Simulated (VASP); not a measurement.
Input of a VASP 6.6.1 run:

The input INCAR:

```
SYSTEM = AlSi3
  PREC = Accurate
  ENCUT = 520
  EDIFF = 1E-6
  ISMEAR = 0
  SIGMA = 0.1
  LREAL = .False.
  LASPH = .True.
  NELM = 60
  ALGO = Normal
  ISIF = 2
  LWAVE = .False.
  LCHARG = .False.
  GGA = PE
  NBANDS = 16
```

The input KPOINTS:

```
Automatic mesh
0
Gamma
  18 18 18
  0 0 0
```

File POSCAR:

```
AlSi3
1.0
   -1.9376727543      1.9376727543      3.9575600772
    1.9376727543     -1.9376727543      3.9575600772
    1.9376727543      1.9376727543     -3.9575600772
Al Si
1 3
Direct
    0.0000000000      0.0000000000      0.0000000000
    0.5000000000      0.5000000000      0.0000000000
    0.2500000000      0.7500000000      0.5000000000
    0.7500000000      0.2500000000      0.5000000000
```

Potentials or basis: VASP PAW PBE potentials, release 64 (Al, Si).

Launch:

```sh
$ cat potpaw_PBE.64/Al/POTCAR potpaw_PBE.64/Si/POTCAR > POTCAR
$ mpirun -np 1 vasp_std > vasp.out
```

Question: Estimate the band gap on the k mesh.

Answer: Zero (an odd number of electrons rules out a gap without spin polarisation).

Question: What does it give for the pressure?

Answer: 0.0 GPa.
